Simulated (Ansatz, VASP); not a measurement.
SrTeSe in VASP and in Ansatz

INCAR

```
SYSTEM = SrTeSe
  PREC = Accurate
  ENCUT = 520
  EDIFF = 1E-6
  ISMEAR = 1
  SIGMA = 0.0506
  LREAL = .FALSE.
  LASPH = .TRUE.
  NELM = 100
  ALGO = Normal
  ISIF = 2
  LWAVE = .FALSE.
  LCHARG = .FALSE.
  GGA = PS
  NBANDS = 31
```

The input KPOINTS:

```
regular mesh
0
G
  6 6 4
  0 0 0
```

POSCAR

```
SrTeSe
1.0
    4.4772240000      0.0000000000      0.0000000000
    0.0000000000      4.4772240000      0.0000000000
    0.0000000000      0.0000000000      7.5503720000
Sr Te Se
2 2 2
Direct
    0.2500000000      0.2500000000      0.2015000000
    0.7500000000      0.7500000000      0.7985000000
    0.7500000000      0.2500000000      0.0000000000
    0.2500000000      0.7500000000      0.0000000000
    0.2500000000      0.2500000000      0.6429000000
    0.7500000000      0.7500000000      0.3571000000
```

Input for Ansatz:

```yaml
crystal:
  lattice:
    - [4.477224, 0.0, 0.0]
    - [0.0, 4.477224, 0.0]
    - [0.0, 0.0, 7.550372]
  atoms:
    - { symbol: Sr, position: [0.25, 0.25, 0.2015] }
    - { symbol: Sr, position: [0.75, 0.75, 0.7985] }
    - { symbol: Te, position: [0.75, 0.25, 0.0] }
    - { symbol: Te, position: [0.25, 0.75, 0.0] }
    - { symbol: Se, position: [0.25, 0.25, 0.6429] }
    - { symbol: Se, position: [0.75, 0.75, 0.3571] }
  symmetry: { tolerance: 0.0003 }
kpoints:
  mp_grid: { grid: [6, 6, 4], shift: [0, 0, 0] }
  band_path:
    path:
      - [0.0, 0.0, 0.0]
      - [0.0, 0.5, 0.0]
      - [0.5, 0.5, 0.0]
      - [0.0, 0.0, 0.0]
      - [0.0, 0.0, 0.5]
      - [0.0, 0.5, 0.5]
      - [0.5, 0.5, 0.5]
      - [0.0, 0.0, 0.5]
      - [0.0, 0.5, 0.0]
      - [0.0, 0.5, 0.5]
      - [0.5, 0.5, 0.0]
    npoints: 6
magnetization:
  spin_polarized: false
scf:
  occupations: { method: methfessel_paxton, width: 0.0506 }
  lower_state_search: "off"
  max_iter: 200
hamiltonian:
  pseudopotentials: { kind: paw }
  xc: pbesol
basis:
  ecutwfc: 420
  fft_grid_basis: typed
output:
  forces: true
  stress: true
  eigenvalues: true
  bader: true
  populations: true
  elf: true
  write_potential: true
  volumetric_format: npy
  dos:
    e_range: [-12, 8]
    de: 0.05
    projected: { site_lists: { Se: [Se], Sr: [Sr], Te: [Te] } }
checkpoint:
  read: saved_state
```

Alike in both runs: task single point; functional PBEsol; k mesh 6 × 6 × 4; occupations methfessel-paxton of order 1, width 0.0506 eV; no spin polarisation.

```csv
,VASP,Ansatz
version,VASP 6.6.1,Ansatz 0.2.0
potentials or method,"VASP PAW PBE potentials, release 64 (Sr_sv, Te, Se), cutoff 520 eV",PAW plane waves
valence electrons in the cell,44,84
```

```csv
,VASP,Ansatz,Ansatz less VASP
pressure (GPa),21.7,21.2,-0.49
"traceless stress, the component that is largest in VASP (GPa)",0.28,0.33,+0.055
rms of the force components (eV/Å),2.727,2.692,-0.0356
```

VASP's potentials were made for PBE, not for PBEsol. Atom by atom the forces differ by 0.036 eV/Å (rms over components). VASP's potentials hold 44 valence electrons a cell and Ansatz's 84, so a difference there can come from the potentials and not from the codes.

Spin-orbit coupling is off throughout.
